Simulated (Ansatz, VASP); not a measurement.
**Two plane-wave programs on AlN**

The input INCAR:

```
ALGO     = Normal         # electronic algorithm
EDIFF    = 1E-6           # SCF threshold, eV
ENCUT    = 520            # plane-wave cutoff, eV
GGA      = PE             # functional
ISIF     = 2              # what is computed and relaxed
ISMEAR   = 0              # smearing method
LASPH    = T              # aspherical terms in the spheres
LCHARG   = F              # write CHGCAR
LREAL    = F              # projectors in reciprocal space
LWAVE    = F              # write WAVECAR
NBANDS   = 16             # bands
NELM     = 60             # most SCF steps
PREC     = Accurate       # precision mode
SIGMA    = 0.01           # smearing width, eV
```

KPOINTS

```
k-points
0
Gamma
  9 9 4
```

Contents of POSCAR:

```
AlN
1.0
    2.8557215705      0.0000000000      0.0000000000
   -1.4278607853      2.4731274262      0.0000000000
    0.0000000000      0.0000000000      4.8831001135
Al N
2 2
Direct
    0.0000000000      0.0000000000      0.0000000000
    0.0000000000      0.0000000000      0.5000000000
    0.3333333333      0.6666666667      0.2500000000
    0.6666666667      0.3333333333      0.7500000000
```

Input for Ansatz:

```yaml
crystal:
  lattice:
    - [2.8557215705, 0.0, 0.0]
    - [-1.4278607853, 2.4731274262, 0.0]
    - [0.0, 0.0, 4.8831001135]
  atoms:
    - { symbol: Al, position: [0.0, 0.0, 0.0] }
    - { symbol: Al, position: [0.0, 0.0, 0.5] }
    - { symbol: "N", position: [0.3333333333, 0.6666666667, 0.25] }
    - { symbol: "N", position: [0.6666666667, 0.3333333333, 0.75] }
kpoints:
  mp_grid: { grid: [9, 9, 4] }
hamiltonian:
  xc: pbe
scf:
  occupations: { method: fixed }
  n_extra_bands: 5
output:
  forces: true
  stress: true
  eigenvalues: true
```

Alike in both runs: task single point; functional PBE; k mesh 9 × 9 × 4; no spin polarisation.

```csv
,VASP,Ansatz
version,VASP 6.6.1,Ansatz 0.2.0
potentials or method,"VASP PAW PBE potentials, release 64 (Al, N)","plane waves, PAW"
plane-wave cutoff (eV),520,420
occupations,"gaussian, width 0.01 eV",fixed
valence electrons in the cell,16,16
```

|  | VASP | Ansatz | Ansatz less VASP |
| --- | --- | --- | --- |
| gap on the k mesh at the Fermi level (eV) | 4.83 | 4.82 | -0.008 |
| pressure (GPa) | -0.3 | 0.0 | +0.30 |
| traceless stress, the component that is largest in VASP (GPa) | -0.09 | -0.01 | +0.089 |
